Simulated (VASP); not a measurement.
# Cu2BrCl (R-3m) in VASP: single point with PBE

Aim: the single point of Cu2BrCl with PBE.

All numbers are computed with VASP 6.6.1; they aren't measurements. Logs are shortened: lines on timing, memory, paths and dates and some standing lists are left out, and cuts for length are marked.

**1. The cell of the first run**

Symmetry: R-3m, No. 166, trigonal system. The conventional cell has a = 3.963 Å, b = 3.963 Å, c = 17.743 Å, α = 90.00°, β = 90.00°, γ = 120.00°. Cu (site symmetry 3m) has 3 Br at 2.63 Å and 3 Cl at 2.83 Å and 3 Cu at 3.46 Å within 3.5 Å. Br (site symmetry -3m) has 6 Cu at 2.63 Å within 3.5 Å. Cl (site symmetry -3m) has 6 Cu at 2.83 Å within 3.7 Å.

**2. Single point, PBE (strained)**

INCAR reads:

```
PREC = Accurate
ENCUT = 520
EDIFF = 1E-7
ISMEAR = 0
SIGMA = 0.05
LREAL = F
LASPH = T
NELM = 100
ALGO = Normal
ISIF = 2
LWAVE = F
LCHARG = F
GGA = PE
NBANDS = 26
```

KPOINTS reads:

```
regular mesh
0
Gamma
  12 12 12
```

POSCAR reads:

```
Cu2BrCl
1.0
    1.9816475192      1.1441047286      5.9143425162
   -1.9816475192      1.1441047286      5.9143425162
    0.0000000000     -2.2882094573      5.9143425162
Cu Br Cl
2 1 1
Direct
    0.2600895303      0.2600895303      0.2600895303
    0.7399104697      0.7399104697      0.7399104697
    0.0000000000      0.0000000000      0.0000000000
    0.5000000000      0.5000000000      0.5000000000
```

Potentials or basis: VASP PAW PBE potentials, release 64 (Cu, Br, Cl).

The run is started by

```
> cat potpaw_PBE.64/Cu/POTCAR potpaw_PBE.64/Br/POTCAR potpaw_PBE.64/Cl/POTCAR > POTCAR
> mpirun -np 1 vasp_std > vasp.out
```

OUTCAR:

```text
PREC = Accurate
   ENCUT = 520
   EDIFF = 1E-7
   ISMEAR = 0
   LREAL = F
   LASPH = T
   NELM = 100
   ISIF = 2
   GGA = PE

 ion  position               nearest neighbor table
   1  0.260  0.260  0.260-   3 2.63   3 2.63   3 2.63
   2  0.740  0.740  0.740-   3 2.63   3 2.63   3 2.63
   3  0.000  0.000  0.000-   2 2.63   1 2.63   2 2.63   2 2.63   1 2.63   1 2.63
   4  0.500  0.500  0.500-

  LATTYP: Found a trigonal (rhomboedric) cell.
 ALAT       =     6.3415573733
 COS(alpha) =     0.8047050741

  Lattice vectors:

 A1 = (   1.9816475192,   1.1441047286,   5.9143425162)
 A2 = (  -1.9816475192,   1.1441047286,   5.9143425162)
 A3 = (   0.0000000000,  -2.2882094573,   5.9143425162)

Analysis of symmetry for initial positions (statically):
=====================================================================
 Subroutine PRICEL returns:
 Original cell was already a primitive cell.

 Routine SETGRP: Setting up the symmetry group for a
 trigonal (rhombohedral) supercell.

 Subroutine GETGRP returns: Found 12 space group operations
 (whereof 12 operations were pure point group operations)
 out of a pool of 12 trial point group operations.

The static configuration has the point symmetry D_3d.

Analysis of symmetry for dynamics (positions and initial velocities):
=====================================================================
 Subroutine PRICEL returns:
 Original cell was already a primitive cell.

 Routine SETGRP: Setting up the symmetry group for a
 trigonal (rhombohedral) supercell.

 Subroutine GETGRP returns: Found 12 space group operations
 (whereof 12 operations were pure point group operations)
 out of a pool of 12 trial point group operations.

The dynamic configuration has the point symmetry D_3d.

 Subroutine INISYM returns: Found 12 space group operations
 (whereof 12 operations are pure point group operations),
 and found     1 'primitive' translations

----------------------------------------------------------------------------------------

                                     Primitive cell

  volume of cell :      80.4544

  direct lattice vectors                    reciprocal lattice vectors
     1.981647519  1.144104729  5.914342516     0.252315306  0.145674310  0.056360167
    -1.981647519  1.144104729  5.914342516    -0.252315306  0.145674310  0.056360167
     0.000000000 -2.288209457  5.914342516     0.000000000 -0.291348620  0.056360167

  length of vectors
     6.341557373  6.341557373  6.341557373     0.296749872  0.296749872  0.296749872

  position of ions in fractional coordinates (direct lattice)
     0.260089530  0.260089530  0.260089530
     0.739910470  0.739910470  0.739910470
     0.000000000  0.000000000  0.000000000
     0.500000000  0.500000000  0.500000000

  ion indices of the primitive-cell ions
   primitive index   ion index
                 1           1
                 2           2
                 3           3
                 4           4

----------------------------------------------------------------------------------------

 KPOINTS: regular mesh

Automatic generation of k-mesh.
 Grid dimensions read from file:
 generate k-points for:   12   12   12

 Generating k-lattice:

  Cartesian coordinates                     Fractional coordinates (reciprocal lattice)
     0.021026275  0.012139526  0.004696681     0.083333333  0.000000000  0.000000000
    -0.021026275  0.012139526  0.004696681     0.000000000  0.083333333  0.000000000
     0.000000000 -0.024279052  0.004696681     0.000000000  0.000000000  0.083333333

  Length of vectors
     0.024729156  0.024729156  0.024729156

  Shift w.r.t. Gamma in fractional coordinates (k-lattice)
     0.000000000  0.000000000  0.000000000

 Subroutine IBZKPT returns following result:
 ===========================================

 Found    189 irreducible k-points:

 Following reciprocal coordinates:
            Coordinates               Weight
  0.000000  0.000000  0.000000      1.000000
  0.083333 -0.000000 -0.000000      6.000000
  0.166667 -0.000000  0.000000      6.000000
  0.250000  0.000000  0.000000      6.000000
  0.333333 -0.000000 -0.000000      6.000000
  0.416667 -0.000000 -0.000000      6.000000
[... 16 lines left out ...]
  0.500000  0.166667  0.000000     12.000000
 -0.416667  0.166667  0.000000     12.000000
 [... further k-points ...]
   k-points           NKPTS =    189   k-points in BZ     NKDIM =    189   number of bands    NBANDS=     26
   number of dos      NEDOS =    301   number of ions     NIONS =      4
   total plane-waves  NPLWV = 110592
   dimension x,y,z NGX =    48 NGY =   48 NGZ =   48
   dimension x,y,z NGXF=    96 NGYF=   96 NGZF=   96
   ions per type =               2   1   1
   NGX,Y,Z   is equivalent  to a cutoff of  12.58, 12.58, 12.58 a.u.
   NGXF,Y,Z  is equivalent  to a cutoff of  25.17, 25.17, 25.17 a.u.
 SYSTEM =  unknown system
   PREC   = accura    normal or accurate (medium, high low for compatibility)
   ISTART =      0    job   : 0-new  1-cont  2-samecut
   ICHARG =      2    charge: 1-file 2-atom 10-const
   ISPIN  =      1    spin polarized calculation?
   LNONCOLLINEAR =      F non collinear calculations
   LSORBIT =      F    spin-orbit coupling
   LASPH  =      T    aspherical Exc in radial PAW
   ENCUT  =  520.0 eV  38.22 Ry    6.18 a.u.  11.79 11.79 11.79*2*pi/ulx,y,z
   NELM   =    100;   NELMIN=  2; NELMDL= -5     # of ELM steps
   EDIFF  = 0.1E-06   stopping-criterion for ELM
   LREAL  =      F    real-space projection
   EDIFFG = 0.1E-05   stopping-criterion for IOM
   NSW    =      0    number of steps for IOM
   IBRION =     -1    ionic relax: 0-MD 1-quasi-New 2-CG
   NFREE  =      0    steps in history (QN), initial steepest desc. (CG)
   ISIF   =      2    stress and relaxation
   ISYM   =      2    0-nonsym 1-usesym 2-fastsym
   POTIM  = 0.5000    time-step for ionic-motion
   TEBEG  =    0.0;   TEEND  =   0.0 temperature during run
   PSTRESS=    0.0 pullay stress
   NELECT =      36.0000    total number of electrons
   NUPDOWN=      -1.0000    fix difference up-down
   EMIN   =  10.00;   EMAX   =-10.00  energy-range for DOS
   EFERMI =   0.00;   METHOD = LEGACY
   ISMEAR =     0;   SIGMA  =   0.05  broadening in eV -4-tet -1-fermi 0-gaus
   EFERMI_NEDOS =   21; number of points for ismear=-14 and -15
   IALGO  =     38    algorithm
   IMIX   =      4    mixing-type and parameters
     AMIX     =   0.40;   BMIX     =  1.00
     AMIX_MAG =   1.60;   BMIX_MAG =  1.00
  volume/ion in A,a.u.               =      20.11       135.73
  Fermi-wavevector in a.u.,A,eV,Ry     =   1.252158  2.366235 21.332560  1.567899
  Thomas-Fermi vector in A             =   2.386071
   LORBIT       =      0    0 simple, 1 ext, 2 COOP (PROOUT), +10 PAW based schemes
   GGA     = PE    functional components
   LHFCALC =     F    Hartree Fock is set to
   AEXX    =    0.0000 exact exchange contribution
   IVDW    =     0    specifies the selected vdW correction
   LEPSILON=     F    determine dielectric tensor
   LRPA    =     F    only Hartree local field effects (RPA)
 non-spin polarized calculation
 Gauss-broadening in eV      SIGMA  =   0.05
  energy-cutoff  :      520.00
  volume of cell :       80.45
 maximum number of plane-waves:      2194
   NGX = 23   NGY = 23   NGZ = 23

 number of electron      36.0000010 magnetization

 Free energy of the ion-electron system (eV)
  ---------------------------------------------------
  ext. energy  EPLUGINS =         0.00000000
  ---------------------------------------------------
  free energy    TOTEN  =       -11.28882278 eV

  energy without entropy =      -11.28870337  energy(sigma->0) =      -11.28876308

 E-fermi :   3.9278     XC(G=0):  -9.8161

 val. band max:        3.8908536309   @ k =   0.0000   0.0000   0.0000
 cond. band min:       3.9687026343   @ k =   0.0833   0.0833   0.0833
 fundamental gap:      0.0778490034
 Fermi energy:         3.9277575250

 k-point     1 :       0.0000    0.0000    0.0000
  band No.  band energies     occupation
      1     -12.6383      2.00000
      2     -11.3757      2.00000
      3      -2.2436      2.00000
      4      -0.4710      2.00000
      5      -0.4710      2.00000
      6       1.0123      2.00000
[... 18 lines left out ...]
     25      12.7290      0.00000
     26      13.9559      0.00000

 k-point     2 :       0.0833   -0.0000   -0.0000
  band No.  band energies     occupation
      1     -12.6119      2.00000
      2     -11.3681      2.00000
      3      -2.1754      2.00000
      4      -0.5999      2.00000
      5      -0.4838      2.00000
      6       0.7164      2.00000
[... 18 lines left out ...]
     25      12.6096      0.00000
     26      13.4672      0.00000

 k-point     3 :       0.1667   -0.0000    0.0000
  band No.  band energies     occupation
      1     -12.5381      2.00000
      2     -11.3471      2.00000
      3      -1.9818      2.00000
      4      -0.9756      2.00000
      5      -0.5206      2.00000
      6       0.2171      2.00000
[... 18 lines left out ...]
     25      12.3238      0.00000
     26      12.3450      0.00000

 k-point     4 :       0.2500    0.0000    0.0000
  band No.  band energies     occupation
      1     -12.4334      2.00000
      2     -11.3183      2.00000
      3      -1.7324      2.00000
      4      -1.4397      2.00000
      5      -0.5742      2.00000
      6      -0.2167      2.00000
[... 18 lines left out ...]
     25      12.0125      0.00000
     26      12.1043      0.00000
[... 496 lines left out ...]
      1     -12.2806      2.00000
      2     -11.2801      2.00000
      3      -2.0622      2.00000
      4      -1.2779      2.00000
      5      -1.0005      2.00000
      6      -0.2868      2.00000
[... 18 lines left out ...]
     25      11.7062      0.00000
     26      12.2482      0.00000

 k-point    23 :       0.5000    0.1667    0.0000
  band No.  band energies     occupation
      1     -12.2107      2.00000
      2     -11.2562      2.00000
      3      -2.2488      2.00000
      4      -1.3130      2.00000
      5      -0.9755      2.00000
      6      -0.3673      2.00000
[... 18 lines left out ...]
     25      11.8334      0.00000
     26      12.2031      0.00000

 k-point    24 :      -0.4167    0.1667    0.0000
  band No.  band energies     occupation
      1     -12.1862      2.00000
      2     -11.2456      2.00000
      3      -2.3079      2.00000
      4      -1.3455      2.00000
      5      -0.8346      2.00000
      6      -0.5391      2.00000
[... 18 lines left out ...]
     25      11.8241      0.00000
     26      11.9965      0.00000

 [... further k-points ...]
[... 5 lines left out ...]
  --------------------------------------------------------------------------------------
  -------------------------------------------------------------------------------------
  Total       -1.6904968     -1.6904968     -1.2429708      0.0000000      0.0000000      0.0000000
  in kB      -33.6647220    -33.6647220    -24.7526443      0.0000000      0.0000000      0.0000000
  external PRESSURE =     -30.6940295 kB  Pullay stress =       0.0000000 kB

 VOLUME and BASIS-vectors are now :
 -----------------------------------------------------------------------------
  energy-cutoff  :      520.00
  volume of cell :       80.45
      direct lattice vectors                 reciprocal lattice vectors
     1.981647519  1.144104729  5.914342516     0.252315306  0.145674310  0.056360167
    -1.981647519  1.144104729  5.914342516    -0.252315306  0.145674310  0.056360167
     0.000000000 -2.288209457  5.914342516     0.000000000 -0.291348620  0.056360167

 POSITION                                       TOTAL-FORCE (eV/Angst)
 -----------------------------------------------------------------------------------
      0.00000     -0.00000      4.61478        -0.000000      0.000000     -0.344472
      0.00000     -0.00000     13.12825        -0.000000     -0.000000      0.344472
      0.00000      0.00000      0.00000        -0.000000     -0.000000     -0.000000
      0.00000     -0.00000      8.87151         0.000000     -0.000000     -0.000000
 -----------------------------------------------------------------------------------
    total drift:                                0.000000      0.000000      0.000000

  FREE ENERGIE OF THE ION-ELECTRON SYSTEM (eV)
  ---------------------------------------------------
  free  energy   TOTEN  =       -11.2888227811 eV

  energy  without entropy=      -11.2887033708  energy(sigma->0) =      -11.28876308
```

Wall time 16 min (1 thread of Intel Xeon Platinum 8259CL at 2.50GHz (Skylake/Cascade Lake), shared host); peak memory 0.58 GiB.

Results:

```yaml
Free_energy: -11.2888 eV
Pressure: -3.1 GPa
Largest_force: 0.344 eV/Å
Band_gap_on_the_k_mesh: zero (filled and empty bands touch)
```

Forces in eV/Å, atoms in the order of the input:
```
Cu   0.000  0.000 -0.344
Cu   0.000  0.000  0.344
Br   0.000  0.000  0.000
Cl   0.000  0.000  0.000
```

Levels at points of the mesh, in eV from the Fermi level:
```
           k point  band 16  band 17  band 18  band 19  band 20  band 21
(0.00, 0.00, 0.00)    -1.01    -0.09    -0.04    -0.04     2.79     5.27
(0.50, 0.00, 0.00)    -0.86    -0.78    -0.66     1.96     3.04     5.31
(0.50, 0.50, 0.00)    -1.03    -0.27    -0.13     0.57     3.19     5.51
(0.50, 0.50, 0.50)    -0.96    -0.35    -0.35     1.56     2.75     6.23
```

Caveat: the cell differs from its parent crystal (strained); semilocal functionals often make such compounds metallic where correlation or magnetic order opens a gap, which also shifts bond lengths.
